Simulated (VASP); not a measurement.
# PbF2 (Fm-3m) in VASP: a series of runs, part 2 of 3

VASP 6.6.1.

## (3) Single point, r2SCAN

Contents of POSCAR:

```
PbF2
1.0
    2.9882622602      2.9882622602      0.0000000000
   -2.9882622602      2.9882622602      0.0000000000
    0.0000000000      2.9882622602      2.9882622602
Pb F
1 2
Direct
    0.0000000000      0.0000000000      0.0000000000
    0.2500000000      0.7500000000      0.5000000000
    0.7500000000      0.2500000000      0.5000000000
```

Contents of INCAR.step1:

```
PREC = Accurate ; ENCUT = 520
ISMEAR = 0 ; SIGMA = 0.01
LREAL = False ; LASPH = True
NELM = 100 ; NBANDS = 21
GGA = PE ; ALGO = Normal
EDIFF = 1E-4 ; LWAVE = True
LCHARG = False
```

Contents of INCAR.step2:

```
PREC = Accurate ; ENCUT = 520
EDIFF = 1E-6 ; ISMEAR = 0
SIGMA = 0.01 ; LREAL = False
LASPH = True ; NELM = 100
ALGO = Normal ; ISIF = 2
LWAVE = False ; LCHARG = False
METAGGA = R2SCAN ; LMIXTAU = True
NBANDS = 21 ; ISTART = 1
```

Contents of KPOINTS:

```
regular mesh
0
Gamma
  8 8 8
```

Potentials or basis: VASP PAW PBE potentials, release 64 (Pb_d, F).

Command:

```console
$ cat potpaw_PBE.64/Pb_d/POTCAR potpaw_PBE.64/F/POTCAR > POTCAR
$ cp INCAR.step1 INCAR
$ mpirun -np 1 vasp_std > vasp.out
$ cp INCAR.step2 INCAR
$ mpirun -np 1 vasp_std > vasp.out
```

OUTCAR:

```text
PREC = Accurate
   ENCUT = 520
   EDIFF = 1E-6
   ISMEAR = 0
   LREAL = False
   LASPH = True
   NELM = 100
   ISIF = 2
   METAGGA = R2SCAN
   ISTART = 1

 ion  position               nearest neighbor table
   1  0.000  0.000  0.000-   3 2.59   2 2.59   2 2.59   3 2.59   2 2.59   3 2.59   3 2.59   2 2.59

   2  0.250  0.750  0.500-   1 2.59   1 2.59   1 2.59   1 2.59
   3  0.750  0.250  0.500-   1 2.59   1 2.59   1 2.59   1 2.59

  LATTYP: Found a face centered cubic cell.
 ALAT       =     5.9765245204

  Lattice vectors:

 A1 = (   0.0000000000,   2.9882622602,   2.9882622602)
 A2 = (   2.9882622602,   0.0000000000,   2.9882622602)
 A3 = (   2.9882622602,   2.9882622602,   0.0000000000)

Analysis of symmetry for initial positions (statically):
=====================================================================
 Subroutine PRICEL returns:
 Original cell was already a primitive cell.

 Routine SETGRP: Setting up the symmetry group for a
 face centered cubic supercell.

[... 164 lines left out ...]
  free energy    TOTEN  =       -70.15421259 eV

  energy without entropy =      -70.15421259  energy(sigma->0) =      -70.15421259

 E-fermi :   1.2940     XC(G=0):  -9.8769

 val. band max:        1.1996665130   @ k =   0.5000   0.5000   0.2500
 cond. band min:       6.1386103207   @ k =   0.5000   0.5000   0.0000
 fundamental gap:      4.9389438077
 Fermi energy:         1.2940338886

 k-point     1 :       0.0000    0.0000    0.0000
  band No.  band energies     occupation
      1     -20.9761      2.00000
      2     -20.4279      2.00000
      3     -13.6334      2.00000
      4     -13.6333      2.00000
      5     -13.6333      2.00000
      6     -13.5936      2.00000
[... 565 lines left out ...]
     20      17.8459      0.00000
     21      18.2907      0.00000

 [... further k-points ...]

------------------------ aborting loop because EDIFF is reached ----------------------------------------

  FORCE on cell =-STRESS in cart. coord.  units (eV):
  Direction    XX          YY          ZZ          XY          YZ          ZX
  --------------------------------------------------------------------------------------
  -------------------------------------------------------------------------------------
  Total       -0.7028416     -0.7028416     -0.7028416      0.0000000     -0.0000000     -0.0000000
  in kB      -21.0999735    -21.0999735    -21.0999735      0.0000000     -0.0000000     -0.0000000
  external PRESSURE =     -21.0999735 kB  Pullay stress =       0.0000000 kB

 VOLUME and BASIS-vectors are now :
 -----------------------------------------------------------------------------
  energy-cutoff  :      520.00
  volume of cell :       53.37
      direct lattice vectors                 reciprocal lattice vectors
     2.988262260  2.988262260  0.000000000     0.167321325  0.167321325 -0.167321325
    -2.988262260  2.988262260  0.000000000    -0.167321325  0.167321325 -0.167321325
     0.000000000  2.988262260  2.988262260     0.000000000  0.000000000  0.334642649

 POSITION                                       TOTAL-FORCE (eV/Angst)
 -----------------------------------------------------------------------------------
      0.00000      0.00000      0.00000        -0.000000     -0.000000      0.000000
     -1.49413      4.48239      1.49413         0.000000     -0.000000     -0.000000
      1.49413      4.48239      1.49413        -0.000000      0.000000      0.000000
 -----------------------------------------------------------------------------------
    total drift:                               -0.000000     -0.000000     -0.000000

  FREE ENERGIE OF THE ION-ELECTRON SYSTEM (eV)
  ---------------------------------------------------
  free  energy   TOTEN  =       -70.1542125895 eV

  energy  without entropy=      -70.1542125895  energy(sigma->0) =      -70.15421259
```

OUTCAR.step1:

```text
PREC = Accurate
   ENCUT = 520
   ISMEAR = 0
   LREAL = False
   LASPH = True
[... 801 lines left out ...]
      0.00000      0.00000      0.00000         0.000000     -0.000000      0.000000
     -1.49413      4.48239      1.49413         0.000000     -0.000000     -0.000000
      1.49413      4.48239      1.49413        -0.000000      0.000000      0.000000
 -----------------------------------------------------------------------------------
    total drift:                               -0.000000     -0.000000     -0.000000

  FREE ENERGIE OF THE ION-ELECTRON SYSTEM (eV)
  ---------------------------------------------------
  free  energy   TOTEN  =       -14.3489476936 eV

  energy  without entropy=      -14.3489476936  energy(sigma->0) =      -14.34894769
```

OSZICAR.step1:

```text
N       E                     dE             d eps       ncg     rms          rms(c)
DAV:   1     0.297987667440E+03    0.29799E+03   -0.14633E+04  1228   0.153E+03
DAV:   2     0.111224120197E+02   -0.28687E+03   -0.26956E+03  1297   0.424E+02
DAV:   3    -0.155363310877E+02   -0.26659E+02   -0.26349E+02  1438   0.138E+02
DAV:   4    -0.163087748573E+02   -0.77244E+00   -0.77196E+00  1386   0.251E+01
DAV:   5    -0.163348940122E+02   -0.26119E-01   -0.26117E-01  1545   0.479E+00    0.805E+00
DAV:   6    -0.143597727353E+02    0.19751E+01   -0.89834E+00  1647   0.232E+01    0.272E+00
DAV:   7    -0.143554906683E+02    0.42821E-02   -0.47255E-01  1268   0.410E+00    0.159E+00
DAV:   8    -0.143511738745E+02    0.43168E-02   -0.10781E-01  1268   0.354E+00    0.551E-01
DAV:   9    -0.143477960200E+02    0.33779E-02   -0.20758E-02  1608   0.104E+00    0.106E-01
DAV:  10    -0.143489826887E+02   -0.11867E-02   -0.17600E-03  1243   0.390E-01    0.373E-02
DAV:  11    -0.143489476936E+02    0.34995E-04   -0.15207E-04  1163   0.114E-01
   1 F= -.14348948E+02 E0= -.14348948E+02  d E =-.369751E-31
```

Wall time 42 s (1 thread of Intel Xeon 6975P-C (Granite Rapids), shared host); peak memory 0.19 GiB.

What came out:

```
Free energy            : -70.1542 eV
Pressure               : -2.1 GPa
Band gap on the k mesh : 4.94 eV (least direct gap 5.08 eV)
```

Caveat: the PAW data sets were made with another functional, which shifts forces and pressure a little; spin-orbit coupling is left out, which moves the levels of the heavy elements. r2SCAN opens gaps a little over a GGA but as a rule still falls short of measured ones.

## (4) Relaxation of cell and atoms, r2SCAN, target pressure -2 GPa, at which the enthalpy is minimised

This run uses another cell than the first one, of 17.30 Å³/atom.

Contents of POSCAR:

```
PbF2
1.0
    2.9605993906      2.9605993906      0.0000000000
   -2.9605993906      2.9605993906      0.0000000000
    0.0000000000      2.9605993906      2.9605993906
Pb F
1 2
Direct
    0.0000000000      0.0000000000      0.0000000000
    0.2500000000      0.7500000000      0.5000000000
    0.7500000000      0.2500000000      0.5000000000
```

Contents of INCAR.step1:

```
SYSTEM = PbF2
PREC = Accurate
ENCUT = 600
ISMEAR = 0
SIGMA = 0.01
LREAL = .FALSE.
LASPH = .TRUE.
NELM = 80
GGA = PE
ALGO = Normal
EDIFF = 1E-4
LWAVE = .TRUE.
LCHARG = .FALSE.
```

Contents of INCAR.step2:

```
SYSTEM = PbF2
PREC = Accurate
ENCUT = 600
EDIFF = 1E-7
ISMEAR = 0
SIGMA = 0.01
LREAL = .FALSE.
LASPH = .TRUE.
NELM = 80
ALGO = Normal
ISIF = 3
LWAVE = .FALSE.
LCHARG = .FALSE.
METAGGA = R2SCAN
LMIXTAU = .TRUE.
IBRION = 2
NSW = 100
EDIFFG = -0.002
PSTRESS = -20.0
ISTART = 1
```

Contents of KPOINTS:

```
regular mesh
0
G
  8 8 8
  0 0 0
```

Potentials or basis: VASP PAW PBE potentials, release 64 (Pb_d, F).

Command:

```console
$ cat potpaw_PBE.64/Pb_d/POTCAR potpaw_PBE.64/F/POTCAR > POTCAR
$ cp INCAR.step1 INCAR
$ mpirun -np 1 vasp_std > vasp.out
$ cp INCAR.step2 INCAR
$ mpirun -np 1 vasp_std > vasp.out
```

OUTCAR:

```text
SYSTEM = PbF2
   PREC = Accurate
   ENCUT = 600
   EDIFF = 1E-7
   ISMEAR = 0
   LREAL = .FALSE.
   LASPH = .TRUE.
   NELM = 80
   ISIF = 3
   METAGGA = R2SCAN
   IBRION = 2
   NSW = 100
   EDIFFG = -0.002
   PSTRESS = -20.0
   ISTART = 1

 ion  position               nearest neighbor table
   1  0.000  0.000  0.000-   3 2.56   2 2.56   3 2.56   2 2.56   2 2.56   3 2.56   2 2.56   3 2.56

   2  0.250  0.750  0.500-   1 2.56   1 2.56   1 2.56   1 2.56
   3  0.750  0.250  0.500-   1 2.56   1 2.56   1 2.56   1 2.56

  LATTYP: Found a face centered cubic cell.
 ALAT       =     5.9211987812

  Lattice vectors:

 A1 = (   0.0000000000,   2.9605993906,   2.9605993906)
 A2 = (   2.9605993906,   0.0000000000,   2.9605993906)
 A3 = (   2.9605993906,   2.9605993906,   0.0000000000)

Analysis of symmetry for initial positions (statically):
[... 177 lines left out ...]
  energy without entropy =      -70.16671249  energy(sigma->0) =      -70.16671249

 E-fermi :   1.5981     XC(G=0): -10.0264

 val. band max:        1.5465149318   @ k =   0.5000   0.5000   0.2500
 cond. band min:       6.4793613405   @ k =   0.5000   0.5000   0.0000
 fundamental gap:      4.9328464086
 Fermi energy:         1.5980559293

 k-point     1 :       0.0000    0.0000    0.0000
  band No.  band energies     occupation
      1     -20.8664      2.00000
      2     -20.2733      2.00000
      3     -13.3230      2.00000
      4     -13.3230      2.00000
      5     -13.3230      2.00000
      6     -13.2715      2.00000
[... 572 lines left out ...]
--------------------------------------- Ionic step        3  -------------------------------------------

 number of electron      28.0000002 magnetization

 Free energy of the ion-electron system (eV)
  ---------------------------------------------------
  ext. energy  EPLUGINS =         0.00000000
  ---------------------------------------------------
  free energy    TOTEN  =       -70.15757430 eV

  energy without entropy =      -70.15757430  energy(sigma->0) =      -70.15757430

 E-fermi :   1.3132     XC(G=0):  -9.8889

 val. band max:        1.2255584071   @ k =   0.5000   0.5000   0.2500
 cond. band min:       6.1650980964   @ k =   0.5000   0.5000   0.0000
 fundamental gap:      4.9395396893
 Fermi energy:         1.3132242928

 k-point     1 :       0.0000    0.0000    0.0000
  band No.  band energies     occupation
      1     -20.9690      2.00000
      2     -20.4182      2.00000
      3     -13.6092      2.00000
      4     -13.6092      2.00000
      5     -13.6092      2.00000
      6     -13.5684      2.00000
[... 529 lines left out ...]
  energy  without entropy=      -70.1575743024  energy(sigma->0) =      -70.15757430

  enthalpy is  TOTEN    =       -70.8222720737 eV   P V=       -0.6646977713

 reached required accuracy - stopping structural energy minimisation
```

OUTCAR.step1:

```text
SYSTEM = PbF2
   PREC = Accurate
   ENCUT = 600
   ISMEAR = 0
   LREAL = .FALSE.
   LASPH = .TRUE.
   NELM = 80
[... 729 lines left out ...]
      0.00000      0.00000      0.00000         0.000000     -0.000000      0.000000
     -1.48030      4.44090      1.48030         0.000000      0.000000      0.000000
      1.48030      4.44090      1.48030        -0.000000     -0.000000     -0.000000
 -----------------------------------------------------------------------------------
    total drift:                                0.000000      0.000000      0.000000

  FREE ENERGIE OF THE ION-ELECTRON SYSTEM (eV)
  ---------------------------------------------------
  free  energy   TOTEN  =       -14.3345447843 eV

  energy  without entropy=      -14.3345447843  energy(sigma->0) =      -14.33454478
```

OSZICAR.step1:

```text
N       E                     dE             d eps       ncg     rms          rms(c)
DAV:   1     0.325331033936E+03    0.32533E+03   -0.16351E+04  1044   0.195E+03
DAV:   2     0.124087723570E+02   -0.31292E+03   -0.30109E+03  1206   0.484E+02
DAV:   3    -0.154555569197E+02   -0.27864E+02   -0.27581E+02  1252   0.160E+02
DAV:   4    -0.162368615147E+02   -0.78130E+00   -0.78049E+00  1138   0.280E+01
DAV:   5    -0.162606489014E+02   -0.23787E-01   -0.23786E-01  1252   0.483E+00    0.799E+00
DAV:   6    -0.143434630426E+02    0.19172E+01   -0.10239E+01  1338   0.272E+01    0.269E+00
DAV:   7    -0.143388162915E+02    0.46468E-02   -0.44151E-01  1054   0.469E+00    0.155E+00
DAV:   8    -0.143359147669E+02    0.29015E-02   -0.99625E-02  1044   0.403E+00    0.491E-01
DAV:   9    -0.143333915521E+02    0.25232E-02   -0.18531E-02  1170   0.109E+00    0.101E-01
DAV:  10    -0.143345388573E+02   -0.11473E-02   -0.13270E-03  1044   0.344E-01    0.238E-02
DAV:  11    -0.143345447843E+02   -0.59269E-05   -0.73395E-05   844   0.785E-02
   1 F= -.14334545E+02 E0= -.14334545E+02  d E =-.276677E-71
```

Wall time 2.9 min (1 thread of Intel Xeon 6975P-C (Granite Rapids), shared host); peak memory 0.22 GiB.

Results:

```
Free energy                                                : -70.1576 eV
Relaxed volume                                             : 17.75 Å³/atom
Relaxed cell                                               : a = 4.223 Å, b = 4.223 Å, c = 4.223 Å, α = 60.00°, β = 60.00°, γ = 90.00°
Space group after relaxing (to 0.1 Å)                      : Fm-3m (No. 225)
Energy change on relaxing (the run minimises the enthalpy) : +3.0 meV/atom
Ionic steps                                                : 3
Pressure after relaxing                                    : -2.0 GPa
Band gap on the k mesh                                     : 4.94 eV (least direct gap 5.08 eV)
```

The path:
| step | energy change (eV) | largest force (eV/Å) | pressure (GPa) | volume (Å³) |
| --- | --- | --- | --- | --- |
| 1 | 0.0000 | 0.0000 | -0.13 | 51.90 |
| 2 | 0.0115 | 0.0000 | -2.23 | 53.43 |
| 3 | 0.0091 | 0.0000 | -1.99 | 53.25 |

Final structure:
```cif
data_structure
_symmetry_space_group_name_H-M 'P 1'
_symmetry_Int_Tables_number 1
_cell_length_a 4.2229
_cell_length_b 4.2229
_cell_length_c 4.2229
_cell_angle_alpha 60.000
_cell_angle_beta 60.000
_cell_angle_gamma 90.000
_cell_volume 53.25
loop_
_atom_site_label
_atom_site_type_symbol
_atom_site_fract_x
_atom_site_fract_y
_atom_site_fract_z
_atom_site_occupancy
Pb1 Pb 0.00000 0.00000 0.00000 1
F1 F 0.25000 0.75000 0.50000 1
F2 F 0.75000 0.25000 0.50000 1
```

Levels at points of the mesh, in eV from the valence-band top:
| k point | band 11 | band 12 | band 13 | band 14 | band 15 | band 16 | band 17 | band 18 |
| --- | --- | --- | --- | --- | --- | --- | --- | --- |
| (0.00, 0.00, 0.00) | -2.49 | -1.99 | -1.99 | -1.99 | 7.28 | 7.28 | 7.28 | 10.64 |
| (0.50, 0.00, 0.00) | -2.65 | -2.17 | -2.17 | -0.04 | 5.40 | 8.17 | 8.17 | 13.41 |
| (0.50, 0.50, 0.00) | -1.59 | -1.59 | -1.59 | -0.14 | 4.94 | 8.37 | 8.37 | 9.13 |

Caveat: the cell is relaxed towards a set pressure, so the run minimises the enthalpy, not the energy; the PAW data sets were made with another functional, which shifts forces and pressure a little; spin-orbit coupling is left out, which moves the levels of the heavy elements. A k mesh can miss the band edges.

(Continued in part 3 of 3.)
